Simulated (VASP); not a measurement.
Write the native input for VASP 6.6.1 that does the following.

```
Task                   : relaxation of cell and atoms
Functional             : PBE
Potentials or basis    : VASP PAW PBE potentials, release 64 (Cd, S)
Cutoff                 : 600 eV
k mesh                 : 6 × 6 × 6
Occupations            : gaussian, width 0.01 eV
Spin                   : no spin polarisation
Dipole correction      : no
Further INCAR settings : ALGO = Normal; EDIFF = 1e-07; IBRION = 2; EDIFFG = -0.02; NSW = 80; ISIF = 3
```

The structure of CdS (Hawleyite) lies in POSCAR:

```
CdS
1.0
    0.0000000000      2.9165000000      2.9165000000
    2.9165000000      0.0000000000      2.9165000000
    2.9165000000      2.9165000000      0.0000000000
Cd S
1 1
Direct
    0.0000000000      0.0000000000      0.0000000000
    0.2500000000      0.2500000000      0.2500000000
```

The input as run:

INCAR

```
PREC     = Accurate       # precision mode
ENCUT    = 600            # plane-wave cutoff, eV
EDIFF    = 1E-7           # SCF threshold, eV
ISMEAR   = 0              # smearing method
SIGMA    = 0.01           # smearing width, eV
LREAL    = False          # projectors in reciprocal space
LASPH    = True           # aspherical terms in the spheres
NELM     = 80             # most SCF steps
ALGO     = Normal         # electronic algorithm
ISIF     = 3              # what is computed and relaxed
LWAVE    = False          # write WAVECAR
LCHARG   = False          # write CHGCAR
GGA      = PE             # functional
IBRION   = 2              # ionic algorithm
NSW      = 80             # ionic steps
EDIFFG   = -0.02          # ionic threshold
```

KPOINTS

```
regular mesh
0
Gamma
  6 6 6
```

Potentials or basis: VASP PAW PBE potentials, release 64 (Cd, S).

Run with:

```sh
$ cat potpaw_PBE.64/Cd/POTCAR potpaw_PBE.64/S/POTCAR > POTCAR
$ mpirun -np 1 vasp_std > vasp.out
```

Results of the run:

| Item | Value |
| --- | --- |
| Relaxed volume | 26.15 Å³/atom |
| Relaxed cell | a = 4.198 Å, b = 4.198 Å, c = 4.198 Å, α = 60.00°, β = 60.00°, γ = 60.00° |
| Space group after relaxing (to 0.05 Å) | F-43m (No. 216) |
| Energy gained by relaxing | 12.7 meV/atom |
| Ionic steps | 3 |
| Pressure after relaxing | 0.0 GPa |
| Band gap on the k mesh | 1.03 eV, direct |

Wall time 55 s on 1 thread of Intel Xeon 8259CL (shared host), peak memory 0.22 GiB.
